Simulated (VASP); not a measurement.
# MgS (m.bgw) (F-43m) in VASP: single point with PBEsol

Aim: the single point of MgS (m.bgw) with PBEsol.

All numbers are computed with VASP 6.6.1; they aren't measurements. Logs are shortened: lines on timing, memory, paths and dates and some standing lists are left out, and cuts for length are marked.

## Step 1: The cell of the first run

Symmetry: F-43m, No. 216, cubic system. The conventional cell has a = 5.652 Å, b = 5.652 Å, c = 5.652 Å, α = 90.00°, β = 90.00°, γ = 90.00°. Mg (site symmetry -43m) has 4 S at 2.45 Å within 3.2 Å. Within 3.2 Å of S (site symmetry -43m) lie 4 Mg at 2.45 Å.

## Step 2: Single point, PBEsol

The input, INCAR:

```
PREC = Accurate ; ENCUT = 600
EDIFF = 1E-6 ; ISMEAR = 0
SIGMA = 0.01 ; LREAL = F
LASPH = T ; NELM = 120
ALGO = Normal ; ISIF = 2
LWAVE = F ; LCHARG = F
GGA = PS ; NBANDS = 11
GGA_COMPAT = F
```

The input, KPOINTS:

```
Automatic mesh
0
Gamma
  4 4 4
```

The input, POSCAR:

```
MgS
1.0
    0.0000000000      2.8257734648      2.8257734648
    2.8257734648      0.0000000000      2.8257734648
    2.8257734648      2.8257734648      0.0000000000
Mg S
1 1
Direct
    0.0000000000      0.0000000000      0.0000000000
    0.2500000000      0.2500000000      0.2500000000
```

Potentials or basis: VASP PAW PBE potentials, release 64 (Mg, S).

Command:

```bash
$ cat potpaw_PBE.64/Mg/POTCAR potpaw_PBE.64/S/POTCAR > POTCAR
$ mpirun -np 1 vasp_std > vasp.out
```

OUTCAR:

```text
PREC = Accurate
   ENCUT = 600
   EDIFF = 1E-6
   ISMEAR = 0
   LREAL = F
   LASPH = T
   NELM = 120
   ISIF = 2
   GGA = PS

 ion  position               nearest neighbor table
   1  0.000  0.000  0.000-   2 2.45   2 2.45   2 2.45   2 2.45
   2  0.250  0.250  0.250-   1 2.45   1 2.45   1 2.45   1 2.45

  LATTYP: Found a face centered cubic cell.
 ALAT       =     5.6515469296

  Lattice vectors:

 A1 = (   0.0000000000,   2.8257734648,   2.8257734648)
 A2 = (   2.8257734648,   0.0000000000,   2.8257734648)
 A3 = (   2.8257734648,   2.8257734648,   0.0000000000)

Analysis of symmetry for initial positions (statically):
=====================================================================
 Subroutine PRICEL returns:
 Original cell was already a primitive cell.

 Routine SETGRP: Setting up the symmetry group for a
 face centered cubic supercell.

 Subroutine GETGRP returns: Found 24 space group operations
 (whereof 24 operations were pure point group operations)
 out of a pool of 48 trial point group operations.

The static configuration has the point symmetry T_d .

Analysis of symmetry for dynamics (positions and initial velocities):
=====================================================================
 Subroutine PRICEL returns:
 Original cell was already a primitive cell.

 Routine SETGRP: Setting up the symmetry group for a
 face centered cubic supercell.

 Subroutine GETGRP returns: Found 24 space group operations
 (whereof 24 operations were pure point group operations)
 out of a pool of 48 trial point group operations.

The dynamic configuration has the point symmetry T_d .

 Subroutine INISYM returns: Found 24 space group operations
 (whereof 24 operations are pure point group operations),
 and found     1 'primitive' translations

----------------------------------------------------------------------------------------

                                     Primitive cell

  volume of cell :      45.1276

  direct lattice vectors                    reciprocal lattice vectors
     0.000000000  2.825773465  2.825773465    -0.176942705  0.176942705  0.176942705
     2.825773465  0.000000000  2.825773465     0.176942705 -0.176942705  0.176942705
     2.825773465  2.825773465  0.000000000     0.176942705  0.176942705 -0.176942705

  length of vectors
     3.996247158  3.996247158  3.996247158     0.306473755  0.306473755  0.306473755

  position of ions in fractional coordinates (direct lattice)
     0.000000000  0.000000000  0.000000000
     0.250000000  0.250000000  0.250000000

  ion indices of the primitive-cell ions
   primitive index   ion index
                 1           1
                 2           2

----------------------------------------------------------------------------------------

 KPOINTS: Automatic mesh

Automatic generation of k-mesh.
 Grid dimensions read from file:
 generate k-points for:    4    4    4

 Generating k-lattice:

  Cartesian coordinates                     Fractional coordinates (reciprocal lattice)
    -0.044235676  0.044235676  0.044235676     0.250000000  0.000000000  0.000000000
     0.044235676 -0.044235676  0.044235676     0.000000000  0.250000000  0.000000000
     0.044235676  0.044235676 -0.044235676     0.000000000  0.000000000  0.250000000

  Length of vectors
     0.076618439  0.076618439  0.076618439

  Shift w.r.t. Gamma in fractional coordinates (k-lattice)
     0.000000000  0.000000000  0.000000000

 Subroutine IBZKPT returns following result:
 ===========================================

 Found      8 irreducible k-points:

 Following reciprocal coordinates:
            Coordinates               Weight
  0.000000  0.000000  0.000000      1.000000
  0.250000  0.000000  0.000000      8.000000
  0.500000  0.000000  0.000000      4.000000
  0.250000  0.250000  0.000000      6.000000
  0.500000  0.250000  0.000000     24.000000
 -0.250000  0.250000  0.000000     12.000000
  0.500000  0.500000  0.000000      3.000000
 -0.250000  0.500000  0.250000      6.000000
   k-points           NKPTS =      8   k-points in BZ     NKDIM =      8   number of bands    NBANDS=     11
   number of dos      NEDOS =    301   number of ions     NIONS =      2
   total plane-waves  NPLWV =  32768
   dimension x,y,z NGX =    32 NGY =   32 NGZ =   32
   dimension x,y,z NGXF=    64 NGYF=   64 NGZF=   64
   ions per type =               1   1
   NGX,Y,Z   is equivalent  to a cutoff of  13.31, 13.31, 13.31 a.u.
   NGXF,Y,Z  is equivalent  to a cutoff of  26.62, 26.62, 26.62 a.u.
 SYSTEM =  unknown system
   PREC   = accura    normal or accurate (medium, high low for compatibility)
   ISTART =      0    job   : 0-new  1-cont  2-samecut
   ICHARG =      2    charge: 1-file 2-atom 10-const
   ISPIN  =      1    spin polarized calculation?
   LNONCOLLINEAR =      F non collinear calculations
   LSORBIT =      F    spin-orbit coupling
   LASPH  =      T    aspherical Exc in radial PAW
   ENCUT  =  600.0 eV  44.10 Ry    6.64 a.u.   7.98  7.98  7.98*2*pi/ulx,y,z
   NELM   =    120;   NELMIN=  2; NELMDL= -5     # of ELM steps
   EDIFF  = 0.1E-05   stopping-criterion for ELM
   LREAL  =      F    real-space projection
   EDIFFG = 0.1E-04   stopping-criterion for IOM
   NSW    =      0    number of steps for IOM
   IBRION =     -1    ionic relax: 0-MD 1-quasi-New 2-CG
   NFREE  =      0    steps in history (QN), initial steepest desc. (CG)
   ISIF   =      2    stress and relaxation
   ISYM   =      2    0-nonsym 1-usesym 2-fastsym
   POTIM  = 0.5000    time-step for ionic-motion
   TEBEG  =    0.0;   TEEND  =   0.0 temperature during run
   PSTRESS=    0.0 pullay stress
   NELECT =       8.0000    total number of electrons
   NUPDOWN=      -1.0000    fix difference up-down
   EMIN   =  10.00;   EMAX   =-10.00  energy-range for DOS
   EFERMI =   0.00;   METHOD = LEGACY
   ISMEAR =     0;   SIGMA  =   0.01  broadening in eV -4-tet -1-fermi 0-gaus
   EFERMI_NEDOS =   21; number of points for ismear=-14 and -15
   IALGO  =     38    algorithm
   IMIX   =      4    mixing-type and parameters
     AMIX     =   0.40;   BMIX     =  1.00
     AMIX_MAG =   1.60;   BMIX_MAG =  1.00
  volume/ion in A,a.u.               =      22.56       152.27
  Fermi-wavevector in a.u.,A,eV,Ry     =   0.919653  1.737893 11.507294  0.845762
  Thomas-Fermi vector in A             =   2.044871
   LORBIT       =      0    0 simple, 1 ext, 2 COOP (PROOUT), +10 PAW based schemes
   GGA     = PS    functional components
   LHFCALC =     F    Hartree Fock is set to
   AEXX    =    0.0000 exact exchange contribution
   IVDW    =     0    specifies the selected vdW correction
   LEPSILON=     F    determine dielectric tensor
   LRPA    =     F    only Hartree local field effects (RPA)
 non-spin polarized calculation
 Gauss-broadening in eV      SIGMA  =   0.01
  energy-cutoff  :      600.00
  volume of cell :       45.13
 maximum number of plane-waves:      1540
   NGX = 15   NGY = 15   NGZ = 15

 number of electron       8.0000000 magnetization

 Free energy of the ion-electron system (eV)
  ---------------------------------------------------
  ext. energy  EPLUGINS =         0.00000000
  ---------------------------------------------------
  free energy    TOTEN  =        -8.90202379 eV

  energy without entropy =       -8.90202379  energy(sigma->0) =       -8.90202379

 E-fermi :   1.0923     XC(G=0):  -8.5931

 val. band max:        1.0484420733   @ k =   0.0000   0.0000   0.0000
 cond. band min:       4.3654494214   @ k =   0.0000   0.0000   0.0000
 fundamental gap:      3.3170073482
 Fermi energy:         1.0923122079

 k-point     1 :       0.0000    0.0000    0.0000
  band No.  band energies     occupation
      1     -10.2381      2.00000
      2       1.0484      2.00000
      3       1.0484      2.00000
      4       1.0484      2.00000
      5       4.3654      0.00000
      6       8.9265      0.00000
      7       8.9265      0.00000
      8       8.9265      0.00000
      9      11.8360      0.00000
     10      11.8360      0.00000
     11      14.6311      0.00000

 k-point     2 :       0.2500    0.0000    0.0000
  band No.  band energies     occupation
      1      -9.9153      2.00000
      2      -0.8556      2.00000
      3       0.8715      2.00000
      4       0.8715      2.00000
      5       5.9055      0.00000
      6       8.7521      0.00000
      7       9.1324      0.00000
      8       9.1324      0.00000
      9      11.4043      0.00000
     10      11.4043      0.00000
     11      13.1194      0.00000

 k-point     3 :       0.5000    0.0000    0.0000
  band No.  band energies     occupation
      1      -9.5349      2.00000
      2      -2.1587      2.00000
      3       0.7156      2.00000
      4       0.7156      2.00000
      5       6.0556      0.00000
      6       8.5885      0.00000
      7       8.5885      0.00000
      8       9.4934      0.00000
      9      13.7917      0.00000
     10      14.2215      0.00000
     11      14.2215      0.00000

 k-point     4 :       0.2500    0.2500    0.0000
  band No.  band energies     occupation
      1      -9.8092      2.00000
      2      -0.7410      2.00000
      3       0.4656      2.00000
      4       0.4656      2.00000
      5       6.0697      0.00000
      6       7.4858      0.00000
      7       9.3512      0.00000
      8      10.4703      0.00000
      9      10.4703      0.00000
     10      12.8862      0.00000
     11      16.4322      0.00000

 k-point     5 :       0.5000    0.2500    0.0000
  band No.  band energies     occupation
      1      -9.4283      2.00000
      2      -1.6600      2.00000
      3      -0.3053      2.00000
      4       0.3207      2.00000
      5       6.1069      0.00000
      6       7.9488      0.00000
      7       9.4825      0.00000
      8      10.2766      0.00000
      9      12.5823      0.00000
     10      14.3957      0.00000
     11      15.5975      0.00000

 k-point     6 :      -0.2500    0.2500    0.0000
  band No.  band energies     occupation
      1      -9.5542      2.00000
      2      -1.4349      2.00000
      3      -0.3853      2.00000
      4       0.6946      2.00000
      5       7.3166      0.00000
      6       7.7519      0.00000
      7       8.9472      0.00000
      8       9.6824      0.00000
      9      10.9948      0.00000
     10      14.2361      0.00000
     11      15.2855      0.00000

 k-point     7 :       0.5000    0.5000    0.0000
  band No.  band energies     occupation
      1      -9.3082      2.00000
      2      -1.8231      2.00000
      3      -0.0087      2.00000
      4      -0.0087      2.00000
      5       4.7449      0.00000
      6       6.5922      0.00000
      7      12.1277      0.00000
      8      13.2466      0.00000
      9      13.2466      0.00000
     10      14.9558      0.00000
     11      14.9647      0.00000

 k-point     8 :      -0.2500    0.5000    0.2500
  band No.  band energies     occupation
      1      -9.2989      2.00000
      2      -1.2872      2.00000
      3      -0.8406      2.00000
      4      -0.3226      2.00000
      5       6.4292      0.00000
      6       8.9583      0.00000
      7       9.1198      0.00000
      8       9.4818      0.00000
      9      13.6043      0.00000
     10      14.7165      0.00000
     11      14.9315      0.00000

------------------------ aborting loop because EDIFF is reached ----------------------------------------

  FORCE on cell =-STRESS in cart. coord.  units (eV):
  Direction    XX          YY          ZZ          XY          YZ          ZX
  --------------------------------------------------------------------------------------
  -------------------------------------------------------------------------------------
  Total        0.0098536      0.0098536      0.0098536     -0.0000000      0.0000000      0.0000000
  in kB        0.3498336      0.3498336      0.3498336     -0.0000000      0.0000000      0.0000000
  external PRESSURE =       0.3498336 kB  Pullay stress =       0.0000000 kB

 VOLUME and BASIS-vectors are now :
 -----------------------------------------------------------------------------
  energy-cutoff  :      600.00
  volume of cell :       45.13
      direct lattice vectors                 reciprocal lattice vectors
     0.000000000  2.825773465  2.825773465    -0.176942705  0.176942705  0.176942705
     2.825773465  0.000000000  2.825773465     0.176942705 -0.176942705  0.176942705
     2.825773465  2.825773465  0.000000000     0.176942705  0.176942705 -0.176942705

 POSITION                                       TOTAL-FORCE (eV/Angst)
 -----------------------------------------------------------------------------------
      0.00000      0.00000      0.00000         0.000000      0.000000      0.000000
      1.41289      1.41289      1.41289        -0.000000     -0.000000     -0.000000
 -----------------------------------------------------------------------------------
    total drift:                               -0.000000     -0.000000     -0.000000

  FREE ENERGIE OF THE ION-ELECTRON SYSTEM (eV)
  ---------------------------------------------------
  free  energy   TOTEN  =        -8.9020237879 eV

  energy  without entropy=       -8.9020237879  energy(sigma->0) =       -8.90202379
```

It used 8.3 s of CPU time on 1 thread of AMD EPYC 7R13 Processor (Zen 3), with other jobs on the host.

What came out:

* Free energy: -8.9020 eV
* Pressure: 0.0 GPa
* Band gap on the k mesh: 3.32 eV, direct

Caveat: the k points lie up to 0.48 Å⁻¹ apart; the PAW data sets were made with another functional, which shifts forces and pressure a little. A k mesh can miss the band edges.
